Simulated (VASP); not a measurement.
A run of VASP 6.6.1:

File INCAR:

```
ALGO = Normal
EDIFF = 1E-7
EDIFFG = -0.005
ENCUT = 600
GGA = PE
IBRION = 2
ISIF = 3
ISMEAR = -1
IVDW = 13
LASPH = T
LCHARG = F
LREAL = F
LWAVE = F
NELM = 80
NSW = 80
PREC = Accurate
SIGMA = 0.02
```

The input KPOINTS:

```
k-points
0
Gamma
  6 6 6
```

The input POSCAR:

```
PbSe
1.0
    0.0000000000      3.0661043214      3.0661043214
    3.0661043214      0.0000000000      3.0661043214
    3.0661043214      3.0661043214      0.0000000000
Pb Se
1 1
Direct
    0.0000000000      0.0000000000      0.0000000000
    0.5000000000      0.5000000000      0.5000000000
```

Potentials or basis: VASP PAW PBE potentials, release 64 (Pb_d, Se).

Run with:

```console
$ cat potpaw_PBE.64/Pb_d/POTCAR potpaw_PBE.64/Se/POTCAR > POTCAR
$ mpirun -np 1 vasp_std > vasp.out
```

Hardware: 1 thread of AMD EPYC 9R45 (Zen 5), with other jobs on the host.

Problem. How long does it take, and how much memory?

Solution. Wall time 11 s on 1 thread of AMD EPYC 9R45 (Zen 5) (shared host), peak memory 0.17 GiB. Counts: scf iterations 13, k points 16, ion steps 1.
